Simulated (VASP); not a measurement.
# Zn (a cell with a defect) in VASP: a series of runs

The runs below take Zn (a cell with a defect) through single point, with PBE.

Program: VASP 6.6.1. These are calculated values, not measurements. Logs are shortened: lines on timing, memory, paths and dates and some standing lists are left out, and cuts for length are marked.

## Step 1: The cell of the first run

The cell holds a defect, 17 atoms: a = 8.055 Å, b = 8.055 Å, c = 4.985 Å, α = 90.00°, β = 90.00°, γ = 120.00°.

## Step 2: Single point, PBE

The input, INCAR:

```
SYSTEM = Zn
PREC = Accurate
ENCUT = 520
EDIFF = 1E-6
ISMEAR = 1
SIGMA = 0.15
LREAL = Auto
LASPH = .TRUE.
NELM = 60
ALGO = Normal
ISIF = 2
LWAVE = .FALSE.
LCHARG = .FALSE.
GGA = PE
NBANDS = 116
```

The input, KPOINTS:

```
Automatic mesh
0
G
  2 2 3
  0 0 0
```

The input, POSCAR:

```
Zn
1.0
    8.0554147200      0.0000008700      0.0000000000
   -4.0277081100      6.9761933500      0.0000000000
    0.0000000000      0.0000000000      4.9845780000
Zn
17
Direct
    0.0958938405      0.2185668946      0.2477513643
    0.2246502199      0.1140853994      0.7480980336
    0.1163623132      0.5535561738      0.2479939124
    0.2247461487      0.4467159449      0.7484976662
    0.0954635070      0.8727690893      0.2485034841
    0.2262673410      0.7802927084      0.7480077551
    0.4273928290      0.2068130219      0.2480956261
    0.5638134379      0.1165918817      0.7481981424
    0.4526236277      0.5530567191      0.2483712764
    0.5622156316      0.4465487630      0.7485442098
    0.4530018958      0.8982970069      0.2478962111
    0.5622472292      0.7839842213      0.7480641290
    0.8899327691      0.1157562850      0.7470550165
    0.7712598406      0.4975417330      0.2476815490
    0.8923135205      0.4425820887      0.7474046950
    0.7774303300      0.8899293658      0.2479656252
    0.8906972272      0.7786166398      0.7490236887
```

Potentials or basis: VASP PAW PBE potentials, release 64 (Zn).

On the command line:

```console
$ cat potpaw_PBE.64/Zn/POTCAR > POTCAR
$ mpirun -np 1 vasp_std > vasp.out
```

OUTCAR:

```text
SYSTEM = Zn
   PREC = Accurate
   ENCUT = 520
   EDIFF = 1E-6
   ISMEAR = 1
   LREAL = Auto
   LASPH = .TRUE.
   NELM = 60
   ISIF = 2
   GGA = PE

 ion  position               nearest neighbor table
   1  0.096  0.219  0.248-  16 2.61   3 2.62   7 2.72   5 2.78   9 2.79  13 2.87  13 2.88   4 2.96
                             4 2.96   2 2.98   2 2.98
   2  0.225  0.114  0.748-   4 2.68   6 2.70  17 2.70  10 2.70  13 2.70   8 2.72   7 2.87   7 2.87
                             1 2.98   1 2.98   5 3.01   5 3.01
   3  0.116  0.554  0.248-  14 2.58   1 2.62   5 2.66   9 2.71  11 2.74   4 2.91   4 2.91  15 2.94
                            15 2.94   6 2.95   6 2.95
   4  0.225  0.447  0.748-  15 2.66   2 2.68   6 2.68  13 2.68  12 2.72  10 2.72   3 2.91   3 2.91
                             9 2.96   1 2.96   9 2.96   1 2.96
   5  0.095  0.873  0.249-  16 2.63   3 2.66   7 2.68  11 2.78   1 2.78  14 2.84  17 2.87  17 2.88
                             6 2.94   6 2.95   2 3.01   2 3.01
   6  0.226  0.780  0.748-   4 2.68  12 2.69   2 2.70  17 2.70  15 2.71   8 2.71   5 2.94   5 2.95
                            11 2.95   3 2.95   3 2.95  11 2.95
   7  0.427  0.207  0.248-  14 2.58  11 2.59   5 2.68   9 2.69   1 2.72   2 2.87   2 2.87   8 2.96
                             8 2.96  10 3.00  10 3.01
   8  0.564  0.117  0.748-  13 2.63  15 2.64  10 2.66  12 2.67   6 2.71   2 2.72  11 2.92  11 2.92
                             7 2.96   7 2.96
   9  0.453  0.553  0.248-  16 2.67   7 2.69   3 2.71  11 2.78   1 2.79  14 2.82  10 2.91  10 2.91
[... 11 lines left out ...]
  15  0.892  0.443  0.747-  13 2.62   8 2.64   4 2.66  10 2.68   6 2.71  17 2.71  14 2.79  14 2.79
                             3 2.94   3 2.94
  16  0.777  0.890  0.248-   1 2.61   5 2.63  11 2.65   9 2.67  12 2.91  12 2.91  17 2.94  13 2.94
                            17 2.95  13 2.95
  17  0.891  0.779  0.749-  10 2.66  12 2.67   2 2.70   6 2.70  15 2.71  13 2.72   5 2.87   5 2.88
                            16 2.94  16 2.95

  LATTYP: Found a hexagonal cell.
 ALAT       =     8.0554147200
 C/A-ratio  =     0.6187860183

  Lattice vectors:

 A1 = (   8.0554147200,   0.0000008700,   0.0000000000)
 A2 = (  -4.0277081100,   6.9761933500,   0.0000000000)
 A3 = (   0.0000000000,   0.0000000000,   4.9845780000)

Analysis of symmetry for initial positions (statically):
=====================================================================
 Subroutine PRICEL returns:
 Original cell was already a primitive cell.

 Routine SETGRP: Setting up the symmetry group for a
 hexagonal supercell.

 Subroutine GETGRP returns: Found  1 space group operations
 (whereof  1 operations were pure point group operations)
 out of a pool of 24 trial point group operations.

The static configuration has the point symmetry C_1 .

Analysis of symmetry for dynamics (positions and initial velocities):
=====================================================================
 Subroutine PRICEL returns:
 Original cell was already a primitive cell.

 Routine SETGRP: Setting up the symmetry group for a
 hexagonal supercell.

 Subroutine GETGRP returns: Found  1 space group operations
 (whereof  1 operations were pure point group operations)
 out of a pool of 24 trial point group operations.

The dynamic configuration has the point symmetry C_1 .

 Subroutine INISYM returns: Found  1 space group operations
 (whereof  1 operations are pure point group operations),
 and found     1 'primitive' translations

----------------------------------------------------------------------------------------

                                     Primitive cell

  volume of cell :     280.1140

  direct lattice vectors                    reciprocal lattice vectors
     8.055414720  0.000000870  0.000000000     0.124140094  0.071672334  0.000000000
    -4.027708110  6.976193350  0.000000000    -0.000000015  0.143344642  0.000000000
     0.000000000  0.000000000  4.984578000     0.000000000  0.000000000  0.200618789

  length of vectors
[... 46 lines left out ...]
   PSTRESS=    0.0 pullay stress
   NELECT =     204.0000    total number of electrons
   NUPDOWN=      -1.0000    fix difference up-down
   EMIN   =  10.00;   EMAX   =-10.00  energy-range for DOS
   EFERMI =   0.00;   METHOD = LEGACY
   ISMEAR =     1;   SIGMA  =   0.15  broadening in eV -4-tet -1-fermi 0-gaus
   EFERMI_NEDOS =   21; number of points for ismear=-14 and -15
   IALGO  =     38    algorithm
   IMIX   =      4    mixing-type and parameters
     AMIX     =   0.40;   BMIX     =  1.00
     AMIX_MAG =   1.60;   BMIX_MAG =  1.00
  volume/ion in A,a.u.               =      16.48       111.19
  Fermi-wavevector in a.u.,A,eV,Ry     =   1.472900  2.783377 29.516949  2.169435
  Thomas-Fermi vector in A             =   2.587859
   LORBIT       =      0    0 simple, 1 ext, 2 COOP (PROOUT), +10 PAW based schemes
   GGA     = PE    functional components
   LHFCALC =     F    Hartree Fock is set to
   AEXX    =    0.0000 exact exchange contribution
   IVDW    =     0    specifies the selected vdW correction
   LEPSILON=     F    determine dielectric tensor
   LRPA    =     F    only Hartree local field effects (RPA)
 non-spin polarized calculation
 Methfessel and Paxton  Order N= 1 SIGMA  =   0.15
  energy-cutoff  :      520.00
  volume of cell :      280.11
 maximum number of plane-waves:      7548
 NGX is ok and might be reduce to    60
   NGX = 29   NGY = 29   NGZ = 19

 number of electron     204.0000046 magnetization

 Free energy of the ion-electron system (eV)
  ---------------------------------------------------
  ext. energy  EPLUGINS =         0.00000000
  ---------------------------------------------------
  free energy    TOTEN  =       -18.71589659 eV

  energy without entropy =      -18.70559464  energy(sigma->0) =      -18.71246261

 E-fermi :   2.5787     XC(G=0): -11.0942

 val. band max:        2.5592672873   @ k =   0.0000   0.5000   0.0000
 cond. band min:       2.6088534089   @ k =   0.5000   0.0000   0.0000
 fundamental gap:      0.0495861217
 Fermi energy:         2.5787434106

 k-point     1 :       0.0000    0.0000    0.0000
  band No.  band energies     occupation
      1      -7.3728      2.00000
      2      -5.8312      2.00000
      3      -5.7259      2.00000
      4      -5.7018      2.00000
      5      -5.6975      2.00000
      6      -5.6861      2.00000
[... 925 lines left out ...]
    113       6.2788      0.00000
    114       6.5641      0.00000
 [bands above 114 left out]

------------------------ aborting loop because EDIFF is reached ----------------------------------------

  FORCE on cell =-STRESS in cart. coord.  units (eV):
  Direction    XX          YY          ZZ          XY          YZ          ZX
  --------------------------------------------------------------------------------------
  -------------------------------------------------------------------------------------
  Total       -8.8949027     -9.1297526      6.9478189      0.5019931      0.0020132      0.0027441
  in kB      -50.8764675    -52.2197462     39.7396682      2.8712667      0.0115152      0.0156956
  external PRESSURE =     -21.1188485 kB  Pullay stress =       0.0000000 kB

 VOLUME and BASIS-vectors are now :
 -----------------------------------------------------------------------------
  energy-cutoff  :      520.00
  volume of cell :      280.11
      direct lattice vectors                 reciprocal lattice vectors
     8.055414720  0.000000870  0.000000000     0.124140094  0.071672334  0.000000000
    -4.027708110  6.976193350  0.000000000    -0.000000015  0.143344642  0.000000000
     0.000000000  0.000000000  4.984578000     0.000000000  0.000000000  0.200618789

 POSITION                                       TOTAL-FORCE (eV/Angst)
 -----------------------------------------------------------------------------------
     -0.10786      1.52477      1.23494         0.033849     -0.026543      0.001371
      1.35015      0.79588      3.72895        -0.001682     -0.024448     -0.001611
     -1.29222      3.86171      1.23614        -0.004083     -0.041832      0.001556
      0.01118      3.11638      3.73094         0.008410     -0.019103     -0.001585
     -2.74626      6.08861      1.23868         0.033254      0.009147      0.000279
     -1.32011      5.44347      3.72850        -0.006994     -0.017774     -0.000898
[... 9 lines left out ...]
      2.67815      6.20832      1.23600         0.004483     -0.006862      0.001135
      4.03890      5.43178      3.73357         0.013576     -0.011051     -0.002876
 -----------------------------------------------------------------------------------
    total drift:                                0.000908      0.000211      0.017917

  FREE ENERGIE OF THE ION-ELECTRON SYSTEM (eV)
  ---------------------------------------------------
  free  energy   TOTEN  =       -18.7158965901 eV

  energy  without entropy=      -18.7055946443  energy(sigma->0) =      -18.71246261
```

Wall time 12 min (1 thread of Intel Xeon Platinum 8259CL at 2.50GHz (Skylake/Cascade Lake), shared host); peak memory 0.43 GiB.

What came out:

| Quantity | Value |
| --- | --- |
| Free energy | -18.7159 eV |
| Pressure | -2.1 GPa |
| Largest force | 0.334 eV/Å |
| Band gap on the k mesh | zero (band 102 reaches 3.44 eV, above the bottom of band 103 at 1.82 eV) |

Forces on the atoms (eV/Å):
```
Zn   0.034 -0.027  0.001
Zn  -0.002 -0.024 -0.002
Zn  -0.004 -0.042  0.002
Zn   0.008 -0.019 -0.002
Zn   0.033  0.009  0.000
Zn  -0.007 -0.018 -0.001
Zn   0.080  0.007  0.001
Zn   0.008 -0.018  0.000
Zn  -0.017 -0.021  0.001
Zn  -0.011 -0.026 -0.004
Zn   0.015 -0.027  0.002
Zn  -0.007 -0.027 -0.001
Zn   0.004 -0.017  0.001
Zn  -0.142  0.302  0.002
Zn  -0.011 -0.036  0.000
Zn   0.004 -0.007  0.001
Zn   0.014 -0.011 -0.003
```

Stress tensor (GPa, compression positive):
```
-5.09  0.29  0.00
 0.29 -5.22  0.00
 0.00  0.00  3.97
```

Caveat: the k points lie up to 0.45 Å⁻¹ apart.

## Step 3: Single point, PBE

The input, INCAR:

```
PREC = Accurate ; ENCUT = 520
EDIFF = 1E-6 ; ISMEAR = 1
SIGMA = 0.15 ; LREAL = Auto
LASPH = True ; NELM = 100
ALGO = Normal ; ISIF = 2
LWAVE = False ; LCHARG = False
GGA = PE ; NBANDS = 116
```

The input, KPOINTS:

```
Automatic mesh
0
Gamma
  2 2 3
```

The input, POSCAR:

```
Zn
1.0
    8.0554147200      0.0000008700      0.0000000000
   -4.0277081100      6.9761933500      0.0000000000
    0.0000000000      0.0000000000      4.9845780000
Zn
17
Direct
    0.0914829953      0.2198452427      0.2476805459
    0.2254588013      0.1137749148      0.7480476783
    0.1232754656      0.5585121709      0.2479122606
    0.2266976229      0.4471327909      0.7483827116
    0.0891918004      0.8670896317      0.2485540401
    0.2273868730      0.7807528446      0.7479319212
    0.4140431783      0.2020207252      0.2480771692
    0.5654485703      0.1173584886      0.7480930181
    0.4571143981      0.5529603910      0.2483770943
    0.5653795136      0.4483804206      0.7487654923
    0.4552681035      0.9012041795      0.2477969048
    0.5645196093      0.7835857228      0.7479467670
    0.8909090245      0.1155072952      0.7471061743
    0.7653662302      0.4394147611      0.2474006827
    0.8963454120      0.4454277662      0.7472285517
    0.7772729492      0.8887558032      0.2479100538
    0.8909745784      0.7777737733      0.7492142765
```

Potentials or basis: VASP PAW PBE potentials, release 64 (Zn).

On the command line:

```console
$ cat potpaw_PBE.64/Zn/POTCAR > POTCAR
$ mpirun -np 1 vasp_std > vasp.out
```

It took 11 min on 1 thread of Intel Xeon Platinum 8259CL at 2.50GHz (Skylake/Cascade Lake), shared host; peak memory 0.45 GiB.

Results (log left out):

| Quantity | Value |
| --- | --- |
| Free energy | -18.5372 eV |
| Pressure | -1.8 GPa |
| Largest force | 0.352 eV/Å |
| Band gap on the k mesh | zero (band 102 reaches 3.43 eV, above the bottom of band 103 at 1.78 eV) |

Forces in eV/Å, atoms in the order of the input:
```
Zn   0.027 -0.037  0.001
Zn  -0.015 -0.024 -0.002
Zn   0.058 -0.007  0.002
Zn   0.019 -0.007 -0.001
Zn   0.010 -0.025  0.001
Zn  -0.006 -0.020 -0.001
Zn   0.034 -0.033  0.002
Zn   0.015 -0.001  0.000
Zn   0.009 -0.022  0.001
Zn  -0.004 -0.028 -0.004
Zn   0.021 -0.028  0.002
Zn  -0.012 -0.025 -0.001
Zn   0.013 -0.015  0.000
Zn  -0.185  0.299  0.002
Zn  -0.012 -0.041 -0.002
Zn   0.000  0.003  0.002
Zn   0.029  0.011 -0.003
```

Stress tensor (GPa, compression positive):
```
-4.57  0.63  0.00
 0.63 -5.17  0.00
 0.00  0.00  4.27
```

Levels at points of the mesh, in eV from the Fermi level:
```csv
k point,band 101,band 102,band 103,band 104,band 105,band 106
"(0.00, 0.00, 0.00)",0.03,0.15,0.30,0.39,0.50,0.51
"(0.50, 0.00, 0.00)",-0.76,-0.47,0.09,0.81,0.87,1.04
"(0.00, 0.50, 0.00)",-0.77,-0.21,-0.04,0.70,0.81,0.94
"(0.50, 0.50, 0.00)",-0.83,-0.24,-0.06,0.67,0.84,1.07
```

Caveat: the k points lie up to 0.45 Å⁻¹ apart.

## Step 4: Single point, PBE

The input, INCAR:

```
ALGO = Normal ; EDIFF = 1E-7
ENCUT = 520 ; GGA = PE
ISIF = 2 ; ISMEAR = 1
LASPH = T ; LCHARG = T
LELF = T ; LREAL = Auto
LVHAR = T ; LWAVE = F
NBANDS = 116 ; NELM = 80
PREC = Accurate ; SIGMA = 0.15
```

The input, KPOINTS:

```
k-points
0
Gamma
  2 2 3
```

The input, POSCAR:

```
Zn
1.0
    8.0554147200      0.0000008700      0.0000000000
   -4.0277081100      6.9761933500      0.0000000000
    0.0000000000      0.0000000000      4.9845780000
Zn
17
Direct
    0.0891703167      0.2209514337      0.2476009002
    0.2254403904      0.1105238581      0.7479499769
    0.1232699716      0.5635996159      0.2477473519
    0.2273669369      0.4454771601      0.7481538056
    0.0914455579      0.8704669747      0.2484533294
    0.2266791761      0.7784098763      0.7477904850
    0.4140057900      0.2108758410      0.2480994379
    0.5653643591      0.1158456292      0.7478023215
    0.4552664287      0.5529322957      0.2482874177
    0.5654327428      0.4469400935      0.7492158815
    0.4570859506      0.9030147655      0.2476181534
    0.5645046355      0.7797911032      0.7476873669
    0.8909524153      0.1120344844      0.7472171165
    0.7653197446      0.3248499892      0.2471910360
    0.8963305065      0.4497520442      0.7470770846
    0.7772539996      0.8873776877      0.2477722287
    0.8908923840      0.7742404710      0.7493073636
```

On the command line:

```console
$ cat potpaw_PBE.64/Zn/POTCAR > POTCAR
$ mpirun -np 1 vasp_std > vasp.out
```

Run time: 17 min. Hardware: 1 thread of Oxide Virtual Turin-like, shared host; peak memory 0.41 GiB.

It converged, with:

| Item | Value |
| --- | --- |
| Free energy | -18.5370 eV |
| Pressure | -1.8 GPa |
| Largest force | 0.351 eV/Å |
| Band gap on the k mesh | zero (band 102 reaches 3.43 eV, above the bottom of band 103 at 1.78 eV) |

Forces in eV/Å, atoms in the order of the input:
```
Zn  -0.017  0.021  0.002
Zn  -0.028 -0.002 -0.001
Zn   0.021  0.054  0.002
Zn  -0.020  0.004 -0.002
Zn  -0.018  0.042  0.001
Zn   0.004  0.019 -0.001
Zn  -0.011  0.046  0.002
Zn  -0.027  0.012 -0.001
Zn  -0.014  0.032  0.001
Zn   0.006  0.014 -0.001
Zn  -0.014  0.018  0.001
Zn  -0.028  0.001 -0.001
Zn   0.025  0.020  0.000
Zn   0.167 -0.309  0.002
Zn  -0.040  0.011 -0.002
Zn   0.002 -0.001  0.002
Zn  -0.007  0.020 -0.002
```

Stress tensor (GPa, compression positive):
```
-4.44  0.57  0.00
 0.57 -5.24  0.00
 0.00  0.00  4.30
```

Levels at points of the mesh, in eV from the Fermi level:
```csv
k point,band 101,band 102,band 103,band 104,band 105,band 106
"(0.00, 0.00, 0.00)",0.03,0.15,0.30,0.39,0.50,0.51
"(0.50, 0.00, 0.00)",-0.76,-0.47,0.09,0.81,0.87,1.04
"(0.00, 0.50, 0.00)",-0.83,-0.24,-0.06,0.67,0.84,1.07
"(0.50, 0.50, 0.00)",-0.77,-0.21,-0.04,0.70,0.81,0.94
```

Caveat: the k points lie up to 0.45 Å⁻¹ apart.

## Step 5: Single point, PBE

The input, INCAR:

```
PREC     = Accurate       # precision mode
ENCUT    = 520            # plane-wave cutoff, eV
EDIFF    = 1E-7           # SCF threshold, eV
ISMEAR   = 1              # smearing method
SIGMA    = 0.15           # smearing width, eV
LREAL    = Auto         
LASPH    = T              # aspherical terms in the spheres
NELM     = 60             # most SCF steps
ALGO     = Normal         # electronic algorithm
ISIF     = 2              # what is computed and relaxed
LWAVE    = F              # write WAVECAR
LCHARG   = T              # write CHGCAR
GGA      = PE             # functional
LELF     = T              # ELF
LVHAR    = T            
NBANDS   = 116            # bands
```

The input, KPOINTS:

```
regular mesh
0
Gamma
  2 2 3
```

The input, POSCAR:

```
Zn
1.0
    8.0554147200      0.0000008700      0.0000000000
   -4.0277081100      6.9761933500      0.0000000000
    0.0000000000      0.0000000000      4.9845780000
Zn
17
Direct
    0.0953957710      0.2215335555      0.2476004990
    0.2246132698      0.1093910054      0.7479146680
    0.1163487740      0.5616498429      0.2476496506
    0.2262298212      0.4448008602      0.7480328325
    0.0958328512      0.8761460026      0.2483433904
    0.2247150747      0.7768621844      0.7476990028
    0.4273089969      0.2194067096      0.2481042528
    0.5621870675      0.1144976165      0.7476538636
    0.4529736571      0.5535526916      0.2481754724
    0.5637797899      0.4460529337      0.7492885055
    0.4525873673      0.8984235803      0.2475106218
    0.5622167988      0.7771031046      0.7474684918
    0.8906606828      0.1109030651      0.7473812226
    0.7711826239      0.2726391362      0.2472618545
    0.8922832990      0.4485605640      0.7470742759
    0.7773897917      0.8863507666      0.2477589878
    0.8898994260      0.7730031201      0.7493262218
```

On the command line:

```console
$ cat potpaw_PBE.64/Zn/POTCAR > POTCAR
$ mpirun -np 1 vasp_std > vasp.out
```

Wall time 21 min (1 thread of Oxide Virtual Turin-like, shared host); peak memory 0.41 GiB.

The run converged. Its results:

| Property | Result |
| --- | --- |
| Free energy | -18.7156 eV |
| Pressure | -2.1 GPa |
| Largest force | 0.334 eV/Å |
| Band gap on the k mesh | zero (band 102 reaches 3.44 eV, above the bottom of band 103 at 1.82 eV) |

Forces on the atoms (eV/Å):
```
Zn   0.024  0.024  0.001
Zn  -0.022  0.011 -0.001
Zn  -0.038  0.016  0.002
Zn  -0.019  0.002 -0.002
Zn  -0.006  0.043  0.001
Zn  -0.012  0.016  0.000
Zn   0.046  0.065  0.002
Zn  -0.028  0.003 -0.002
Zn  -0.016  0.025  0.001
Zn  -0.012  0.016 -0.002
Zn  -0.026 -0.004  0.001
Zn  -0.027  0.008 -0.001
Zn  -0.002  0.017  0.000
Zn   0.191 -0.274  0.002
Zn  -0.037  0.010 -0.001
Zn  -0.004  0.007  0.002
Zn  -0.013  0.013 -0.003
```

Stress tensor (GPa, compression positive):
```
-4.91  0.20  0.00
 0.20 -5.34  0.00
 0.00  0.00  4.01
```

Levels at points of the mesh, in eV from the Fermi level:
| k point | band 99 | band 100 | band 101 | band 102 | band 103 | band 104 | band 105 | band 106 | band 107 | band 108 |
| --- | --- | --- | --- | --- | --- | --- | --- | --- | --- | --- |
| (0.00, 0.00, 0.00) | -0.47 | -0.28 | 0.06 | 0.07 | 0.27 | 0.34 | 0.44 | 0.47 | 0.50 | 0.59 |
| (0.50, 0.00, 0.00) | -1.85 | -1.22 | -0.76 | -0.45 | 0.03 | 0.71 | 0.80 | 0.99 | 1.20 | 1.80 |
| (0.00, 0.50, 0.00) | -1.87 | -1.16 | -0.78 | -0.34 | -0.05 | 0.67 | 0.76 | 0.95 | 1.29 | 1.88 |
| (0.50, 0.50, 0.00) | -1.81 | -1.17 | -0.74 | -0.31 | -0.02 | 0.70 | 0.72 | 0.86 | 1.34 | 1.92 |

Caveat: the k points lie up to 0.45 Å⁻¹ apart.
